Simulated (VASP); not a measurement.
# ScGa3P2 (P6/mmm) in VASP: a series of runs

The runs below take ScGa3P2 through single point, with PBE.

All numbers are computed with VASP 6.6.1; they aren't measurements. Logs are shortened: lines on timing, memory, paths and dates and some standing lists are left out, and cuts for length are marked.

### Step 1. The cell of the first run

Symmetry: P6/mmm, No. 191, hexagonal system. Conventional cell: a = 5.002 Å, b = 5.002 Å, c = 6.127 Å, α = 90.00°, β = 90.00°, γ = 120.00°. Sc (site symmetry 6/mmm) has 8 Ga at 2.89 to 3.06 Å within 3.8 Å. Within 3.8 Å of Ga (site symmetry 6/mmm) lie 6 P at 2.89 Å and 2 Sc at 3.06 Å. Ga (site symmetry -6m2) has 3 Ga at 2.89 Å and 3 Sc at 2.89 Å and 2 P at 3.06 Å within 3.8 Å. Within 3.8 Å of P (site symmetry -6m2) lie 3 P at 2.89 Å and 5 Ga at 2.89 to 3.06 Å.

The cell was generated, and may not be a known phase.

### Step 2. Single point, PBE

The input, INCAR:

```
SYSTEM = ScGa3P2
PREC = Accurate
ENCUT = 520
EDIFF = 1E-6
ISMEAR = 0
SIGMA = 0.1
LREAL = .False.
LASPH = .True.
NELM = 60
ALGO = Fast
ISIF = 2
LWAVE = .False.
LCHARG = .False.
GGA = PE
NBANDS = 39
```

The input, KPOINTS:

```
regular mesh
0
Gamma
  6 6 4
  0 0 0
```

The input, POSCAR:

```
ScGa3P2
1.0
    5.0016812000      0.0000000000      0.0000000000
   -2.5008406000      4.3315829800      0.0000000000
    0.0000000000      0.0000000000      6.1270448500
Sc Ga P
1 3 2
Direct
    0.0000000000      0.0000000000      0.5000000000
    0.0000000000      0.0000000000      0.0000000000
    0.3333333300      0.6666666700      0.5000000000
    0.6666666700      0.3333333300      0.5000000000
    0.3333333300      0.6666666700      0.0000000000
    0.6666666700      0.3333333300      0.0000000000
```

Potentials or basis: VASP PAW PBE potentials, release 64 (Sc_sv, Ga_d, P).

Run with:

```sh
cat potpaw_PBE.64/Sc_sv/POTCAR potpaw_PBE.64/Ga_d/POTCAR potpaw_PBE.64/P/POTCAR > POTCAR
mpirun -np 1 vasp_std > vasp.out
```

OUTCAR:

```text
SYSTEM = ScGa3P2
   PREC = Accurate
   ENCUT = 520
   EDIFF = 1E-6
   ISMEAR = 0
   LREAL = .False.
   LASPH = .True.
   NELM = 60
   ISIF = 2
   GGA = PE

 ion  position               nearest neighbor table
   1  0.000  0.000  0.500-   3 2.89   4 2.89   3 2.89   4 2.89   4 2.89   3 2.89   2 3.06   2 3.06

   2  0.000  0.000  0.000-   5 2.89   6 2.89   5 2.89   6 2.89   6 2.89   5 2.89   1 3.06   1 3.06

   3  0.333  0.667  0.500-   4 2.89   1 2.89   4 2.89   1 2.89   1 2.89   4 2.89
   4  0.667  0.333  0.500-   3 2.89   1 2.89   3 2.89   1 2.89   1 2.89   3 2.89
   5  0.333  0.667  0.000-   6 2.89   2 2.89   6 2.89   2 2.89   2 2.89   6 2.89
   6  0.667  0.333  0.000-   5 2.89   2 2.89   5 2.89   2 2.89   2 2.89   5 2.89

  LATTYP: Found a hexagonal cell.
 ALAT       =     5.0016812000
 C/A-ratio  =     1.2249970770

  Lattice vectors:

 A1 = (   5.0016812000,   0.0000000000,   0.0000000000)
 A2 = (  -2.5008406000,   4.3315829800,   0.0000000000)
 A3 = (   0.0000000000,   0.0000000000,   6.1270448500)

Analysis of symmetry for initial positions (statically):
=====================================================================
 Subroutine PRICEL returns:
 Original cell was already a primitive cell.

 Routine SETGRP: Setting up the symmetry group for a
 hexagonal supercell.

 Subroutine GETGRP returns: Found 24 space group operations
 (whereof 24 operations were pure point group operations)
 out of a pool of 24 trial point group operations.

The static configuration has the point symmetry D_6h.

Analysis of symmetry for dynamics (positions and initial velocities):
=====================================================================
 Subroutine PRICEL returns:
 Original cell was already a primitive cell.

 Routine SETGRP: Setting up the symmetry group for a
 hexagonal supercell.

 Subroutine GETGRP returns: Found 24 space group operations
 (whereof 24 operations were pure point group operations)
 out of a pool of 24 trial point group operations.

The dynamic configuration has the point symmetry D_6h.

 Subroutine INISYM returns: Found 24 space group operations
 (whereof 24 operations are pure point group operations),
 and found     1 'primitive' translations

----------------------------------------------------------------------------------------

                                     Primitive cell

  volume of cell :     132.7436

  direct lattice vectors                    reciprocal lattice vectors
     5.001681200  0.000000000  0.000000000     0.199932775  0.115431241  0.000000000
    -2.500840600  4.331582980  0.000000000     0.000000000  0.230862483  0.000000000
     0.000000000  0.000000000  6.127044850     0.000000000  0.000000000  0.163210818

  length of vectors
     5.001681200  5.001681199  6.127044850     0.230862482  0.230862483  0.163210818

  position of ions in fractional coordinates (direct lattice)
     0.000000000  0.000000000  0.500000000
     0.000000000  0.000000000  0.000000000
     0.333333330  0.666666670  0.500000000
     0.666666670  0.333333330  0.500000000
     0.333333330  0.666666670  0.000000000
     0.666666670  0.333333330  0.000000000

  ion indices of the primitive-cell ions
   primitive index   ion index
                 1           1
                 2           2
                 3           3
                 4           4
                 5           5
                 6           6

----------------------------------------------------------------------------------------

 KPOINTS: regular mesh

Automatic generation of k-mesh.
 Grid dimensions read from file:
 generate k-points for:    6    6    4

 Generating k-lattice:

  Cartesian coordinates                     Fractional coordinates (reciprocal lattice)
     0.033322129  0.019238540  0.000000000     0.166666667  0.000000000  0.000000000
     0.000000000  0.038477080  0.000000000     0.000000000  0.166666667  0.000000000
     0.000000000  0.000000000  0.040802704     0.000000000  0.000000000  0.250000000

  Length of vectors
     0.038477080  0.038477080  0.040802704

  Shift w.r.t. Gamma in fractional coordinates (k-lattice)
     0.000000000  0.000000000  0.000000000

 Subroutine IBZKPT returns following result:
 ===========================================

 Found     21 irreducible k-points:

 Following reciprocal coordinates:
            Coordinates               Weight
  0.000000  0.000000  0.000000      1.000000
  0.166667  0.000000  0.000000      6.000000
  0.333333  0.000000  0.000000      6.000000
  0.500000  0.000000  0.000000      3.000000
  0.166667  0.166667  0.000000      6.000000
  0.333333  0.166667  0.000000     12.000000
[... 13 lines left out ...]
  0.333333  0.166667  0.500000     12.000000
  0.333333  0.333333  0.500000      2.000000
   k-points           NKPTS =     21   k-points in BZ     NKDIM =     21   number of bands    NBANDS=     39
   number of dos      NEDOS =    301   number of ions     NIONS =      6
   total plane-waves  NPLWV =  76800
   dimension x,y,z NGX =    40 NGY =   40 NGZ =   48
   dimension x,y,z NGXF=    80 NGYF=   80 NGZF=   96
   ions per type =               1   3   2
   NGX,Y,Z   is equivalent  to a cutoff of  13.30, 13.30, 13.02 a.u.
   NGXF,Y,Z  is equivalent  to a cutoff of  26.59, 26.59, 26.05 a.u.
 SYSTEM =  ScGa3P2
   PREC   = accura    normal or accurate (medium, high low for compatibility)
   ISTART =      0    job   : 0-new  1-cont  2-samecut
   ICHARG =      2    charge: 1-file 2-atom 10-const
   ISPIN  =      1    spin polarized calculation?
   LNONCOLLINEAR =      F non collinear calculations
   LSORBIT =      F    spin-orbit coupling
   LASPH  =      T    aspherical Exc in radial PAW
   ENCUT  =  520.0 eV  38.22 Ry    6.18 a.u.   9.30  9.30 11.39*2*pi/ulx,y,z
   NELM   =     60;   NELMIN=  2; NELMDL= -5     # of ELM steps
   EDIFF  = 0.1E-05   stopping-criterion for ELM
   LREAL  =      F    real-space projection
   EDIFFG = 0.1E-04   stopping-criterion for IOM
   NSW    =      0    number of steps for IOM
   IBRION =     -1    ionic relax: 0-MD 1-quasi-New 2-CG
   NFREE  =      0    steps in history (QN), initial steepest desc. (CG)
   ISIF   =      2    stress and relaxation
   ISYM   =      2    0-nonsym 1-usesym 2-fastsym
   POTIM  = 0.5000    time-step for ionic-motion
   TEBEG  =    0.0;   TEEND  =   0.0 temperature during run
   PSTRESS=    0.0 pullay stress
   NELECT =      60.0000    total number of electrons
   NUPDOWN=      -1.0000    fix difference up-down
   EMIN   =  10.00;   EMAX   =-10.00  energy-range for DOS
   EFERMI =   0.00;   METHOD = LEGACY
   ISMEAR =     0;   SIGMA  =   0.10  broadening in eV -4-tet -1-fermi 0-gaus
   EFERMI_NEDOS =   21; number of points for ismear=-14 and -15
   IALGO  =     68    algorithm
   IMIX   =      4    mixing-type and parameters
     AMIX     =   0.40;   BMIX     =  1.00
     AMIX_MAG =   1.60;   BMIX_MAG =  1.00
  volume/ion in A,a.u.               =      22.12       149.30
  Fermi-wavevector in a.u.,A,eV,Ry     =   1.256379  2.374212 21.476637  1.578488
  Thomas-Fermi vector in A             =   2.390090
   LORBIT       =      0    0 simple, 1 ext, 2 COOP (PROOUT), +10 PAW based schemes
   GGA     = PE    functional components
   LHFCALC =     F    Hartree Fock is set to
   AEXX    =    0.0000 exact exchange contribution
   IVDW    =     0    specifies the selected vdW correction
   LEPSILON=     F    determine dielectric tensor
   LRPA    =     F    only Hartree local field effects (RPA)
 non-spin polarized calculation
 RMM-DIIS sequential band-by-band and
 Gauss-broadening in eV      SIGMA  =   0.10
  energy-cutoff  :      520.00
  volume of cell :      132.74
 maximum number of plane-waves:      3610
 NGX is ok and might be reduce to    40
   NGX = 19   NGY = 19   NGZ = 23

 number of electron      60.0000017 magnetization

 Free energy of the ion-electron system (eV)
  ---------------------------------------------------
  ext. energy  EPLUGINS =         0.00000000
  ---------------------------------------------------
  free energy    TOTEN  =       -23.98392025 eV

  energy without entropy =      -23.96097906  energy(sigma->0) =      -23.97244966

 E-fermi :   4.3968     XC(G=0):  -9.9810

 val. band max:        4.3847661361   @ k =   0.0000   0.0000   0.5000
 cond. band min:       4.4081197131   @ k =   0.3333   0.1667   0.5000
 fundamental gap:      0.0233535770
 Fermi energy:         4.3968322894

 k-point     1 :       0.0000    0.0000    0.0000
  band No.  band energies     occupation
      1     -45.9121      2.00000
      2     -24.5435      2.00000
      3     -24.5435      2.00000
      4     -24.5398      2.00000
      5     -10.4826      2.00000
      6     -10.4248      2.00000
[... 31 lines left out ...]
     38       7.0574      0.00000
     39       8.4614      0.00000

 k-point     2 :       0.1667    0.0000    0.0000
  band No.  band energies     occupation
      1     -45.9120      2.00000
      2     -24.5445      2.00000
      3     -24.5436      2.00000
      4     -24.5397      2.00000
      5     -10.4786      2.00000
      6     -10.4450      2.00000
[... 31 lines left out ...]
     38       6.5312      0.00000
     39       8.7346      0.00000

 k-point     3 :       0.3333    0.0000    0.0000
  band No.  band energies     occupation
      1     -45.9120      2.00000
      2     -24.5465      2.00000
      3     -24.5439      2.00000
      4     -24.5396      2.00000
      5     -10.4890      2.00000
      6     -10.4708      2.00000
[... 31 lines left out ...]
     38       7.1962      0.00000
     39       8.8116      0.00000

 k-point     4 :       0.5000    0.0000    0.0000
  band No.  band energies     occupation
      1     -45.9119      2.00000
      2     -24.5474      2.00000
      3     -24.5440      2.00000
      4     -24.5395      2.00000
      5     -10.5032      2.00000
      6     -10.4807      2.00000
[... 31 lines left out ...]
     38       7.3482      0.00000
     39       8.5191      0.00000
[... 628 lines left out ...]
     38       6.6489      0.00000
     39       8.2160      0.00000

 k-point    20 :       0.3333    0.1667    0.5000
  band No.  band energies     occupation
      1     -45.9119      2.00000
      2     -24.5469      2.00000
      3     -24.5446      2.00000
      4     -24.5401      2.00000
      5     -10.5081      2.00000
      6     -10.4725      2.00000
[... 31 lines left out ...]
     38       7.5960      0.00000
     39       7.7501      0.00000

 k-point    21 :       0.3333    0.3333    0.5000
  band No.  band energies     occupation
      1     -45.9119      2.00000
      2     -24.5460      2.00000
      3     -24.5460      2.00000
      4     -24.5400      2.00000
      5     -10.5193      2.00000
      6     -10.4660      2.00000
[... 31 lines left out ...]
     38       7.6961      0.00000
     39       9.0153      0.00000

------------------------ aborting loop because EDIFF is reached ----------------------------------------

  FORCE on cell =-STRESS in cart. coord.  units (eV):
  Direction    XX          YY          ZZ          XY          YZ          ZX
  --------------------------------------------------------------------------------------
  -------------------------------------------------------------------------------------
  Total       -5.0405831     -5.0405831     -7.1488444      0.0000000      0.0000000     -0.0000000
  in kB      -60.8383821    -60.8383821    -86.2844865      0.0000000      0.0000000     -0.0000000
  external PRESSURE =     -69.3204169 kB  Pullay stress =       0.0000000 kB

 VOLUME and BASIS-vectors are now :
 -----------------------------------------------------------------------------
  energy-cutoff  :      520.00
  volume of cell :      132.74
      direct lattice vectors                 reciprocal lattice vectors
     5.001681200  0.000000000  0.000000000     0.199932775  0.115431241  0.000000000
    -2.500840600  4.331582980  0.000000000     0.000000000  0.230862483  0.000000000
     0.000000000  0.000000000  6.127044850     0.000000000  0.000000000  0.163210818

 POSITION                                       TOTAL-FORCE (eV/Angst)
 -----------------------------------------------------------------------------------
      0.00000      0.00000      3.06352        -0.000000      0.000000      0.000000
      0.00000      0.00000      0.00000        -0.000000      0.000000      0.000000
     -0.00000      2.88772      3.06352         0.000000      0.000000     -0.000000
      2.50084      1.44386      3.06352         0.000000     -0.000000      0.000000
     -0.00000      2.88772      0.00000         0.000000     -0.000000      0.000000
      2.50084      1.44386      0.00000        -0.000000      0.000000      0.000000
 -----------------------------------------------------------------------------------
    total drift:                                0.000000     -0.000000      0.000000

  FREE ENERGIE OF THE ION-ELECTRON SYSTEM (eV)
  ---------------------------------------------------
  free  energy   TOTEN  =       -23.9839202490 eV

  energy  without entropy=      -23.9609790624  energy(sigma->0) =      -23.97244966
```

Wall time 3.3 min (1 thread of Oxide Virtual Turin-like, shared host); peak memory 0.28 GiB.

What came out:

```
Free energy            : -23.9839 eV
Pressure               : -6.9 GPa
Band gap on the k mesh : zero (bands 30 and 31 overlap by 2.20 eV)
```

Caveat: the cell stands under tension.

### Step 3. Single point, PBE

This run uses another cell than the first one, of 18.77 Å³/atom.

The input, INCAR:

```
PREC = Accurate ; ENCUT = 520
EDIFF = 1E-6 ; ISMEAR = 0
SIGMA = 0.1 ; LREAL = F
LASPH = T ; NELM = 80
ALGO = Normal ; ISIF = 2
LWAVE = F ; LCHARG = T
GGA = PE ; LELF = T
LVHAR = T ; NBANDS = 39
```

The input, KPOINTS:

```
Automatic mesh
0
Gamma
  6 6 4
```

The input, POSCAR:

```
ScGa3P2
1.0
    4.8712904151      0.0000000000      0.0000000000
   -2.4356452075      4.2186612487      0.0000000000
    0.0000000000      0.0000000000      5.4791484547
Sc Ga P
1 3 2
Direct
    0.0000000000      0.0000000000      0.5000000000
    0.0000000000      0.0000000000      0.0000000000
    0.3333333333      0.6666666667      0.5000000000
    0.6666666667      0.3333333333      0.5000000000
    0.3333333333      0.6666666667      0.0000000000
    0.6666666667      0.3333333333      0.0000000000
```

Potentials or basis: VASP PAW PBE potentials, release 64 (Sc_sv, Ga_d, P).

Run with:

```sh
cat potpaw_PBE.64/Sc_sv/POTCAR potpaw_PBE.64/Ga_d/POTCAR potpaw_PBE.64/P/POTCAR > POTCAR
mpirun -np 1 vasp_std > vasp.out
```

OUTCAR:

```text
PREC = Accurate
   ENCUT = 520
   EDIFF = 1E-6
   ISMEAR = 0
   LREAL = F
   LASPH = T
   NELM = 80
   ISIF = 2
   GGA = PE

 ion  position               nearest neighbor table
   1  0.000  0.000  0.500-   2 2.74   2 2.74   4 2.81   3 2.81   3 2.81   4 2.81   4 2.81   3 2.81

   2  0.000  0.000  0.000-   1 2.74   1 2.74   6 2.81   5 2.81   5 2.81   6 2.81   6 2.81   5 2.81

   3  0.333  0.667  0.500-   5 2.74   5 2.74   1 2.81   4 2.81   4 2.81   1 2.81   1 2.81   4 2.81

   4  0.667  0.333  0.500-   6 2.74   6 2.74   1 2.81   3 2.81   3 2.81   1 2.81   1 2.81   3 2.81

   5  0.333  0.667  0.000-   3 2.74   3 2.74   2 2.81   6 2.81   6 2.81   2 2.81   2 2.81   6 2.81

   6  0.667  0.333  0.000-   4 2.74   4 2.74   2 2.81   5 2.81   5 2.81   2 2.81   2 2.81   5 2.81

  LATTYP: Found a hexagonal cell.
 ALAT       =     4.8712904151
 C/A-ratio  =     1.1247837817

  Lattice vectors:

 A1 = (   4.8712904151,   0.0000000000,   0.0000000000)
 A2 = (  -2.4356452075,   4.2186612487,   0.0000000000)
 A3 = (   0.0000000000,   0.0000000000,   5.4791484547)

Analysis of symmetry for initial positions (statically):
[... 181 lines left out ...]
 fundamental gap:      0.0602555703
 Fermi energy:         6.0044107598

 k-point     1 :       0.0000    0.0000    0.0000
  band No.  band energies     occupation
      1     -43.9278      2.00000
      2     -22.6243      2.00000
      3     -22.6243      2.00000
      4     -22.5543      2.00000
      5      -9.0553      2.00000
      6      -8.9549      2.00000
[... 871 lines left out ...]
     38       9.7682      0.00000
     39      10.9379      0.00000

------------------------ aborting loop because EDIFF is reached ----------------------------------------

  FORCE on cell =-STRESS in cart. coord.  units (eV):
  Direction    XX          YY          ZZ          XY          YZ          ZX
  --------------------------------------------------------------------------------------
  -------------------------------------------------------------------------------------
  Total       -0.0249649     -0.0249649      0.2331477     -0.0000000      0.0000000      0.0000000
  in kB       -0.3552287     -0.3552287      3.3174925     -0.0000000      0.0000000      0.0000000
  external PRESSURE =       0.8690117 kB  Pullay stress =       0.0000000 kB

 VOLUME and BASIS-vectors are now :
 -----------------------------------------------------------------------------
  energy-cutoff  :      520.00
  volume of cell :      112.60
      direct lattice vectors                 reciprocal lattice vectors
     4.871290415  0.000000000  0.000000000     0.205284414  0.118521012  0.000000000
    -2.435645207  4.218661249  0.000000000     0.000000000  0.237042024  0.000000000
     0.000000000  0.000000000  5.479148455     0.000000000  0.000000000  0.182510112

 POSITION                                       TOTAL-FORCE (eV/Angst)
 -----------------------------------------------------------------------------------
      0.00000      0.00000      2.73957         0.000000      0.000000      0.000000
      0.00000      0.00000      0.00000         0.000000      0.000000      0.000000
     -0.00000      2.81244      2.73957        -0.000000      0.000000      0.000000
      2.43565      1.40622      2.73957         0.000000     -0.000000      0.000000
     -0.00000      2.81244      0.00000         0.000000      0.000000      0.000000
      2.43565      1.40622      0.00000         0.000000      0.000000      0.000000
 -----------------------------------------------------------------------------------
    total drift:                                0.000000      0.000000     -0.000000

  FREE ENERGIE OF THE ION-ELECTRON SYSTEM (eV)
  ---------------------------------------------------
  free  energy   TOTEN  =       -24.5591199158 eV

  energy  without entropy=      -24.5337064734  energy(sigma->0) =      -24.54641319
```

stdout:

```text
POSCAR found type information on POSCAR ScGaP
 POSCAR found :  3 types and       6 ions
 scaLAPACK will be used
 LDA part: xc-table for (Slater+PW92), standard interpolation
 POSCAR, INCAR and KPOINTS ok, starting setup
 FFT: planning ... GRIDC
 FFT: planning ... GRID_SOFT
 FFT: planning ... GRID
 WAVECAR not read
 entering main loop
```

It took 2.3 min on 1 thread of Oxide Virtual Turin-like, shared host; peak memory 0.23 GiB.

What came out:

```
Free energy            : -24.5591 eV
Pressure               : 0.1 GPa
Band gap on the k mesh : zero (bands 30 and 31 overlap by 2.37 eV)
```

The gap in the log of VASP goes by the Fermi energy; the results here count the filled bands.